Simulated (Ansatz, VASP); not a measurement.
## LiSb7 in VASP and in Ansatz

The input INCAR:

```
PREC = Accurate
ENCUT = 600
EDIFF = 1E-6
ISMEAR = 0
SIGMA = 0.1
LREAL = F
LASPH = T
NELM = 100
ALGO = Normal
ISIF = 3
LWAVE = F
LCHARG = F
GGA = PE
IBRION = 2
NSW = 100
EDIFFG = -0.01
```

KPOINTS

```
regular mesh
0
Gamma
  9 9 8
```

Contents of POSCAR:

```
LiSb7
1.0
    6.7070483210      0.0000000000      0.0000000000
   -3.3535241605      5.8084742304      0.0000000000
    0.0000000000      0.0000000000      5.5283413623
Li Sb
1 7
Direct
    0.0000000000      0.0000000000      0.5000000000
    0.9982373201      0.4991186601      0.5000000000
    0.5008813399      0.4991186601      0.5000000000
    0.5008813399      0.0017626799      0.5000000000
    0.1779787172      0.3559574345      0.0000000000
    0.1779787172      0.8220212828      0.0000000000
    0.6440425655      0.8220212828      0.0000000000
    0.6666666667      0.3333333333      0.0000000000
```

Input for Ansatz:

```yaml
crystal:
  lattice:
    - [6.707048321, 0.0, 0.0]
    - [-3.3535241605, 5.8084742304, 0.0]
    - [0.0, 0.0, 5.5283413623]
  atoms:
    - { symbol: Li, position: [0.0, 0.0, 0.5] }
    - { symbol: Sb, position: [0.9982373201, 0.4991186601, 0.5] }
    - { symbol: Sb, position: [0.5008813399, 0.4991186601, 0.5] }
    - { symbol: Sb, position: [0.5008813399, 0.0017626799, 0.5] }
    - { symbol: Sb, position: [0.1779787172, 0.3559574345, 0.0] }
    - { symbol: Sb, position: [0.1779787172, 0.8220212828, 0.0] }
    - { symbol: Sb, position: [0.6440425655, 0.8220212828, 0.0] }
    - { symbol: Sb, position: [0.6666666667, 0.3333333333, 0.0] }
basis:
  ecutwfc: 420
kpoints:
  mp_grid: { grid: [9, 9, 8] }
hamiltonian:
  xc: pbe
scf:
  occupations: { method: gaussian, width: 0.1 }
output:
  forces: true
  stress: true
  eigenvalues: true
relax:
  adjacent_minimum: "off"
  f_tol: 0.01
  max_steps: 80
  cell: { stress_tol: 0.05 }
```

Change from the starting cell: species swapped into the Mg7Zn type (P-6m2, No. 187).

Alike in both runs: task relaxation of cell and atoms; functional PBE; k mesh 9 × 9 × 8; occupations gaussian, width 0.1 eV; no spin polarisation.

|  | VASP | Ansatz |
| --- | --- | --- |
| version | VASP 6.6.1 | Ansatz 0.2.0 |
| potentials or method | VASP PAW PBE potentials, release 64 (Li_sv, Sb), cutoff 600 eV | scalar-relativistic, plane waves, PAW |
| valence electrons in the cell | 38 | 108 |

|  | VASP | Ansatz | Ansatz less VASP |
| --- | --- | --- | --- |
| gap on the k mesh at the Fermi level, each at its own relaxed structure (eV) | none | none | - |
| relaxed volume (Å³/atom) | 27.06 | 27.18 | +0.125 |
| relaxed cell length with the largest relative difference (Å) | 6.656 | 6.671 | +0.0149 |

A gap of «none» marks a metal or a gap that the smearing closes. VASP's potentials hold 38 valence electrons a cell and Ansatz's 108, so a difference there can come from the potentials and not from the codes.

Neither program's run includes spin-orbit coupling. Noted on VASP's run: the cutoff is short for stress, so the pressure is rough.
